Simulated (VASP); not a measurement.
Wanted: the native input for a VASP 6.6.1 run.

| Quantity | Value |
| --- | --- |
| Task | single point |
| Functional | PBE |
| Potentials or basis | VASP PAW PBE potentials, release 64 (Cs_sv, Ag) |
| Cutoff | 520 eV |
| k mesh | 12 × 12 × 8 |
| Occupations | gaussian, width 0.1 eV |
| Spin | no spin polarisation |
| Dipole correction | no |
| Further INCAR settings | ALGO = Fast; EDIFF = 1e-07; NBANDS = 22 |

The structure of CsAg2 lies in POSCAR:

```
CsAg2
1.0
    4.8502326448     -0.0000000032      0.0000000000
   -2.4251163196      4.2004246862      0.0000000000
    0.0000000000      0.0000000000      5.4618490275
Cs Ag
1 2
Direct
    0.0000000000      0.0000000000      0.5000000000
    0.3333333333      0.6666666667      1.0000092110
    0.6666666667      0.3333333333     -0.0000092110
```

One way to write it, as run:

INCAR

```
SYSTEM = CsAg2
PREC = Accurate
ENCUT = 520
EDIFF = 1E-7
ISMEAR = 0
SIGMA = 0.1
LREAL = .False.
LASPH = .True.
NELM = 100
ALGO = Fast
ISIF = 2
LWAVE = .False.
LCHARG = .False.
GGA = PE
NBANDS = 22
```

KPOINTS

```
regular mesh
0
Gamma
  12 12 8
  0 0 0
```

Potentials or basis: VASP PAW PBE potentials, release 64 (Cs_sv, Ag).

Run with:

```console
$ cat potpaw_PBE.64/Cs_sv/POTCAR potpaw_PBE.64/Ag/POTCAR > POTCAR
$ mpirun -np 1 vasp_std > vasp.out
```

It gave:

* Pressure: 0.0 GPa
* Band gap on the k mesh: zero (an odd number of electrons rules out a gap without spin polarisation)

Caveat: spin-orbit coupling is left out, which moves the levels of the heavy elements.

Wall time 2.1 min on 1 thread of Intel(R) Xeon(R) 6975P-C (Granite Rapids) (shared host), peak memory 0.43 GiB.
